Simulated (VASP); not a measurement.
# Ga4N5 in VASP: a series of runs

Ga4N5 is run at these levels: PBE; tasks: single point.

All numbers are computed with VASP 6.6.1; they aren't measurements. Logs are shortened: lines on timing, memory, paths and dates and some standing lists are left out, and cuts for length are marked.

### Step 1. The cell of the first run

The cell holds a slab with vacuum, 9 atoms: a = 3.219 Å, b = 3.219 Å, c = 24.028 Å, α = 90.00°, β = 90.00°, γ = 120.00°.

### Step 2. Single point, PBE, collinear spin

Contents of INCAR:

```
SYSTEM = Ga4N5
  PREC = Accurate
  ENCUT = 520
  EDIFF = 1E-7
  ISMEAR = 0
  SIGMA = 0.05
  LREAL = .FALSE.
  LASPH = .TRUE.
  NELM = 150
  ALGO = Normal
  ISIF = 2
  LWAVE = .FALSE.
  LCHARG = .FALSE.
  ISPIN = 2
  MAGMOM = 0 0 0 0 3 0 0 0 0
  LORBIT = 11
  LDIPOL = .TRUE.
  IDIPOL = 3
  DIPOL = 0.5 0.5 0.372
  GGA = PE
  NBANDS = 52
```

Contents of KPOINTS:

```
regular mesh
0
G
  9 9 1
  0 0 0
```

Contents of POSCAR:

```
Ga4N5
1.0
    3.2186527295      0.0000000000      0.0000000000
   -1.6093263648      2.7874350297      0.0000000000
    0.0000000000      0.0000000000     24.0281843518
N Ga
5 4
Direct
    0.3333333333      0.6666666666      0.1664711716
    0.6666666667      0.3333333333      0.2755823724
    0.3333333333      0.6666666666      0.3877397629
    0.6666666667      0.3333333333      0.4977426840
    0.6666666667      0.8333333333      0.5945654814
    0.6666666667      0.3333333333      0.1933710436
    0.3333333333      0.6666666666      0.3024822443
    0.6666666667      0.3333333333      0.4109598618
    0.3333333333      0.6666666666      0.5213953817
```

Potentials or basis: VASP PAW PBE potentials, release 64 (N, Ga_d).

Command:

```console
cat potpaw_PBE.64/N/POTCAR potpaw_PBE.64/Ga_d/POTCAR > POTCAR
mpirun -np 1 vasp_std > vasp.out
```

OUTCAR:

```text
SYSTEM = Ga4N5
   PREC = Accurate
   ENCUT = 520
   EDIFF = 1E-7
   ISMEAR = 0
   LREAL = .FALSE.
   LASPH = .TRUE.
   NELM = 150
   ISIF = 2
   ISPIN = 2
   LORBIT = 11
   GGA = PE

 ion  position               nearest neighbor table
   1  0.333  0.667  0.166-   6 1.97   6 1.97   6 1.97
   2  0.667  0.333  0.276-   7 1.97   7 1.97   7 1.97   6 1.98
   3  0.333  0.667  0.388-   8 1.94   8 1.94   8 1.94   7 2.05
   4  0.667  0.333  0.498-   9 1.94   9 1.94   9 1.94   8 2.09
   5  0.667  0.833  0.595-   9 1.99
   6  0.667  0.333  0.193-   1 1.97   1 1.97   1 1.97   2 1.98
   7  0.333  0.667  0.302-   2 1.97   2 1.97   2 1.97   3 2.05
   8  0.667  0.333  0.411-   3 1.94   3 1.94   3 1.94   4 2.09
   9  0.333  0.667  0.521-   4 1.94   4 1.94   4 1.94   5 1.99

  LATTYP: Found a hexagonal cell.
 ALAT       =     3.2186527295
 C/A-ratio  =     7.4652925839

  Lattice vectors:

 A1 = (   3.2186527295,   0.0000000000,   0.0000000000)
 A2 = (  -1.6093263648,   2.7874350297,   0.0000000000)
 A3 = (   0.0000000000,   0.0000000000,  24.0281843518)

Analysis of symmetry for initial positions (statically):
=====================================================================
 Subroutine PRICEL returns:
 Original cell was already a primitive cell.

 Routine SETGRP: Setting up the symmetry group for a
 hexagonal supercell.

 Subroutine GETGRP returns: Found  2 space group operations
 (whereof  2 operations were pure point group operations)
 out of a pool of 24 trial point group operations.

The static configuration has the point symmetry C_1h.

Analysis of symmetry for dynamics (positions and initial velocities):
=====================================================================
 Subroutine PRICEL returns:
 Original cell was already a primitive cell.

 Routine SETGRP: Setting up the symmetry group for a
 hexagonal supercell.

 Subroutine GETGRP returns: Found  2 space group operations
 (whereof  2 operations were pure point group operations)
 out of a pool of 24 trial point group operations.

The dynamic configuration has the point symmetry C_1h.

Analysis of structural, dynamic, and magnetic symmetry:
=====================================================================
 Subroutine PRICEL returns:
 Original cell was already a primitive cell.

 Routine SETGRP: Setting up the symmetry group for a
 hexagonal supercell.

 Subroutine GETGRP returns: Found  2 space group operations
 (whereof  2 operations were pure point group operations)
 out of a pool of 24 trial point group operations.

The overall configuration has the point symmetry C_1h.

 Subroutine INISYM returns: Found  2 space group operations
 (whereof  2 operations are pure point group operations),
 and found     1 'primitive' translations

----------------------------------------------------------------------------------------

                                     Primitive cell

  volume of cell :     215.5757

  direct lattice vectors                    reciprocal lattice vectors
     3.218652730  0.000000000  0.000000000     0.310689001  0.179376378  0.000000000
    -1.609326365  2.787435030  0.000000000     0.000000000  0.358752756  0.000000000
     0.000000000  0.000000000 24.028184352     0.000000000  0.000000000  0.041617793

  length of vectors
     3.218652730  3.218652730 24.028184352     0.358752756  0.358752756  0.041617793

  position of ions in fractional coordinates (direct lattice)
     0.333333333  0.666666667  0.166471172
     0.666666667  0.333333333  0.275582372
     0.333333333  0.666666667  0.387739763
     0.666666667  0.333333333  0.497742684
     0.666666667  0.833333333  0.594565481
     0.666666667  0.333333333  0.193371044
     0.333333333  0.666666667  0.302482244
     0.666666667  0.333333333  0.410959862
     0.333333333  0.666666667  0.521395382

  ion indices of the primitive-cell ions
   primitive index   ion index
                 1           1
                 2           2
                 3           3
                 4           4
                 5           5
                 6           6
                 7           7
                 8           8
[... 66 lines left out ...]
   ISPIN  =      2    spin polarized calculation?
   LNONCOLLINEAR =      F non collinear calculations
   LSORBIT =      F    spin-orbit coupling
   LASPH  =      T    aspherical Exc in radial PAW
   ENCUT  =  520.0 eV  38.22 Ry    6.18 a.u.   5.98  5.98 44.68*2*pi/ulx,y,z
   NELM   =    150;   NELMIN=  2; NELMDL= -5     # of ELM steps
   EDIFF  = 0.1E-06   stopping-criterion for ELM
   LREAL  =      F    real-space projection
   EDIFFG = 0.1E-05   stopping-criterion for IOM
   NSW    =      0    number of steps for IOM
   IBRION =     -1    ionic relax: 0-MD 1-quasi-New 2-CG
   NFREE  =      0    steps in history (QN), initial steepest desc. (CG)
   ISIF   =      2    stress and relaxation
   ISYM   =      2    0-nonsym 1-usesym 2-fastsym
   POTIM  = 0.5000    time-step for ionic-motion
   TEBEG  =    0.0;   TEEND  =   0.0 temperature during run
   PSTRESS=    0.0 pullay stress
   NELECT =      77.0000    total number of electrons
   NUPDOWN=      -1.0000    fix difference up-down
   EMIN   =  10.00;   EMAX   =-10.00  energy-range for DOS
   EFERMI =   0.00;   METHOD = LEGACY
   ISMEAR =     0;   SIGMA  =   0.05  broadening in eV -4-tet -1-fermi 0-gaus
   EFERMI_NEDOS =   21; number of points for ismear=-14 and -15
   IALGO  =     38    algorithm
   IMIX   =      4    mixing-type and parameters
     AMIX     =   0.40;   BMIX     =  1.00
     AMIX_MAG =   1.60;   BMIX_MAG =  1.00
  volume/ion in A,a.u.               =      23.95       161.64
  Fermi-wavevector in a.u.,A,eV,Ry     =   1.161551  2.195014 18.357005  1.349202
  Thomas-Fermi vector in A             =   2.298122
   LORBIT       =     11    0 simple, 1 ext, 2 COOP (PROOUT), +10 PAW based schemes
   GGA     = PE    functional components
   LHFCALC =     F    Hartree Fock is set to
   AEXX    =    0.0000 exact exchange contribution
   IVDW    =     0    specifies the selected vdW correction
   LEPSILON=     F    determine dielectric tensor
   LRPA    =     F    only Hartree local field effects (RPA)
 spin polarized calculation
 Gauss-broadening in eV      SIGMA  =   0.05
  energy-cutoff  :      520.00
  volume of cell :      215.58
 maximum number of plane-waves:      5874
   NGX = 11   NGY = 11   NGZ = 89

 dipolmoment           0.000000      0.000000      0.003195 electrons x Angstroem

 number of electron      76.9999962 magnetization       2.3603073

 dipolmoment           0.000000      0.000000     -0.013430 electrons x Angstroem

 Free energy of the ion-electron system (eV)
  ---------------------------------------------------
  ext. energy  EPLUGINS =         0.00000000
  ---------------------------------------------------
  free energy    TOTEN  =       -50.21258159 eV

  energy without entropy =      -50.19740107  energy(sigma->0) =      -50.20499133

 E-fermi :  -1.4595     XC(G=0):  -6.1338

 val. band max:       -1.4798573232   @ k =   0.2222   0.1111   0.0000
 cond. band min:      -1.4586023878   @ k =   0.4444   0.3333   0.0000
 fundamental gap:      0.0212549354
 Fermi energy:        -1.4594911102

 spin component 1

 k-point     1 :       0.0000    0.0000    0.0000
  band No.  band energies     occupation
      1     -17.7538      1.00000
      2     -17.3230      1.00000
      3     -17.0288      1.00000
      4     -16.0466      1.00000
      5     -15.6770      1.00000
      6     -15.6306      1.00000
[... 1261 lines left out ...]
     49       6.9433      0.00000
     50       7.2246      0.00000

 [... further k-points ...]

 spin component 2

 k-point     1 :       0.0000    0.0000    0.0000
  band No.  band energies     occupation
      1     -17.6932      1.00000
      2     -17.1292      1.00000
      3     -17.0120      1.00000
      4     -15.6779      1.00000
      5     -15.6286      1.00000
      6     -15.6277      1.00000
[... 1261 lines left out ...]
     49       6.9953      0.00000
     50       7.2373      0.00000

 [... further k-points ...]

 [bands above 50 left out]

------------------------ aborting loop because EDIFF is reached ----------------------------------------

 vacuum level on the upper side and lower side of the slab       (xc-potential included)        -0.183         0.091

  FORCE on cell =-STRESS in cart. coord.  units (eV):
  Direction    XX          YY          ZZ          XY          YZ          ZX
  --------------------------------------------------------------------------------------
  -------------------------------------------------------------------------------------
  Total       -0.2167573      0.5291069     -1.0363732     -0.6459373     -0.0129422     -0.0223823
  in kB       -1.6109588      3.9323679     -7.7024156     -4.8006618     -0.0961879     -0.1663475
  external PRESSURE =      -1.7936688 kB  Pullay stress =       0.0000000 kB

 VOLUME and BASIS-vectors are now :
 -----------------------------------------------------------------------------
  energy-cutoff  :      520.00
  volume of cell :      215.58
      direct lattice vectors                 reciprocal lattice vectors
     3.218652730  0.000000000  0.000000000     0.310689001  0.179376378  0.000000000
    -1.609326365  2.787435030  0.000000000     0.000000000  0.358752756  0.000000000
     0.000000000  0.000000000 24.028184352     0.000000000  0.000000000  0.041617793

 POSITION                                       TOTAL-FORCE (eV/Angst)
 -----------------------------------------------------------------------------------
     -0.00000      1.85829      4.00000        -0.001349     -0.000779      1.471030
      1.60933      0.92915      6.62174        -0.000524     -0.000303      1.103333
     -0.00000      1.85829      9.31668        -0.003004     -0.001734     -0.677181
      1.60933      0.92915     11.95985         0.193187      0.111537     -1.309835
      0.80466      2.32286     14.28633         0.057415      0.033148      0.059713
      1.60933      0.92915      4.64636         0.000563      0.000325     -2.046070
     -0.00000      1.85829      7.26810        -0.001204     -0.000695     -0.281980
      1.60933      0.92915      9.87462         0.015067      0.008699      0.955778
     -0.00000      1.85829     12.52818        -0.260152     -0.150199      0.725210
 -----------------------------------------------------------------------------------
    total drift:                                0.000047      0.000027      0.000371

  FREE ENERGIE OF THE ION-ELECTRON SYSTEM (eV)
  ---------------------------------------------------
  free  energy   TOTEN  =       -50.2125815889 eV

  energy  without entropy=      -50.1974010719  energy(sigma->0) =      -50.20499133

 vacuum level on the upper side and lower side of the slab         5.778         6.061

 total charge

# of ion       s       p       d       tot
------------------------------------------
    1        1.267   2.330   0.000   3.598
    2        1.235   2.484   0.000   3.719
    3        1.228   2.498   0.000   3.727
    4        1.235   2.475   0.000   3.710
    5        1.340   2.041   0.000   3.381
    6        0.793   0.846  10.145  11.784
    7        0.783   0.837  10.149  11.769
    8        0.786   0.855  10.159  11.800
    9        0.794   0.863  10.158  11.815
--------------------------------------------------
tot          9.461  15.229  40.611  65.301

 magnetization (x)

# of ion       s       p       d       tot
------------------------------------------
    1       -0.000  -0.001   0.000  -0.001
    2        0.000   0.006   0.000   0.006
    3        0.001   0.019   0.000   0.019
    4        0.009   0.114   0.000   0.122
    5        0.040   1.410   0.000   1.449
    6       -0.000  -0.000   0.001   0.000
    7       -0.000   0.001   0.001   0.002
    8        0.001   0.009   0.004   0.014
    9       -0.017  -0.005   0.035   0.013
--------------------------------------------------
tot          0.032   1.552   0.041   1.625
```

Wall time 63 min (1 thread of Oxide Virtual Turin-like, shared host); peak memory 0.6 GiB.

Results:

```yaml
Free_energy: -50.2126 eV
Largest_force: 2.046 eV/Å
Net_moment: 2.36 μB per cell
Site_moments: N -0.00, +0.01, +0.02, +0.12, +1.45; Ga +0.00, +0.01 (each value once) μB
Valence_electrons_inside_the_program's_atomic_spheres: N 3.60, 3.72, 3.73, 3.71, 3.38; Ga 11.78, 11.77, 11.80, 11.81
```

Forces in eV/Å, atoms in the order of the input:
```
N   -0.001 -0.001  1.471
N   -0.001  0.000  1.103
N   -0.003 -0.002 -0.677
N    0.193  0.112 -1.310
N    0.057  0.033  0.060
Ga   0.001  0.000 -2.046
Ga  -0.001 -0.001 -0.282
Ga   0.015  0.009  0.956
Ga  -0.260 -0.150  0.725
```

Levels at points of the mesh, in eV from the Fermi level:
Spin up:
```
           k point  band 36  band 37  band 38  band 39  band 40  band 41  band 42  band 43  band 44  band 45
(0.00, 0.00, 0.00)    -0.56    -0.53    -0.19     0.41     0.41     2.03     3.22     3.38     4.46     6.48
```
Spin down:
```
           k point  band 34  band 35  band 36  band 37  band 38  band 39  band 40  band 41
(0.00, 0.00, 0.00)    -0.78    -0.59     0.35     0.40     0.40     2.17     2.61     3.12
```

### Step 3. Single point, PBE, collinear spin

Contents of INCAR:

```
SYSTEM = Ga4N5
ALGO     = Normal         ! electronic algorithm
DIPOL    = 0.5 0.5 0.369
EDIFF    = 1E-6           ! SCF threshold, eV
ENCUT    = 520            ! plane-wave cutoff, eV
GGA      = PE             ! functional
IDIPOL   = 3            
ISIF     = 2              ! what is computed and relaxed
ISMEAR   = 0              ! smearing method
ISPIN    = 2              ! spin polarisation
LASPH    = .True.         ! aspherical terms in the spheres
LCHARG   = .False.        ! write CHGCAR
LDIPOL   = .True.       
LORBIT   = 11             ! projections on sites
LREAL    = .False.        ! projectors in reciprocal space
LWAVE    = .False.        ! write WAVECAR
MAGMOM   = 0 0 0 0 3 0 0 0 0 ! initial moments
NBANDS   = 52             ! bands
NELM     = 150            ! most SCF steps
PREC     = Accurate       ! precision mode
SIGMA    = 0.05           ! smearing width, eV
```

Contents of KPOINTS:

```
k-points
0
Gamma
  9 9 1
  0 0 0
```

Edit POSCAR of step 2 so:

```diff
@@ -12,3 +12,3 @@
     0.6666666667      0.3333333333      0.4977426840
-    0.6666666667      0.8333333333      0.5945654814
+    0.3333333333      1.1666666666      0.5618758678
     0.6666666667      0.3333333333      0.1933710436
```

Potentials or basis: VASP PAW PBE potentials, release 64 (N, Ga_d).

Command:

```console
cat potpaw_PBE.64/N/POTCAR potpaw_PBE.64/Ga_d/POTCAR > POTCAR
mpirun -np 1 vasp_std > vasp.out
```

It took 45 min on 1 thread of Oxide Virtual Turin-like, shared host; peak memory 0.57 GiB.

The run converged. Its results:

- Free energy: -50.2149 eV
- Largest force: 2.296 eV/Å
- Net moment: 0.34 μB per cell
- Site moments: N -0.00, +0.00, +0.05, +0.19 (each value once); Ga +0.00, -0.00, +0.01 (each value once) μB
- Valence electrons inside the program's atomic spheres: N 3.60, 3.72, 3.73, 3.71, 3.56; Ga 11.78, 11.77, 12.01 (each value once)

Forces in eV/Å, atoms in the order of the input:
```
N    0.005  0.003  1.539
N   -0.006 -0.003  1.534
N   -0.100 -0.057 -0.112
N    0.543  0.314 -1.677
N    0.664  0.383  0.068
Ga  -0.001 -0.001 -2.296
Ga  -0.022 -0.013 -0.768
Ga  -0.256 -0.148  0.317
Ga  -0.827 -0.477  1.396
```

Levels at points of the mesh, in eV from the Fermi level:
Spin up:
| k point | band 37 | band 38 | band 39 | band 40 | band 41 | band 42 |
| --- | --- | --- | --- | --- | --- | --- |
| (0.00, 0.00, 0.00) | -0.21 | 0.42 | 0.42 | 1.21 | 2.65 | 3.06 |
Spin down:
```tsv
k point	band 36	band 37	band 38	band 39	band 40	band 41
(0.00, 0.00, 0.00)	-0.49	-0.03	0.42	0.42	1.26	2.72
```
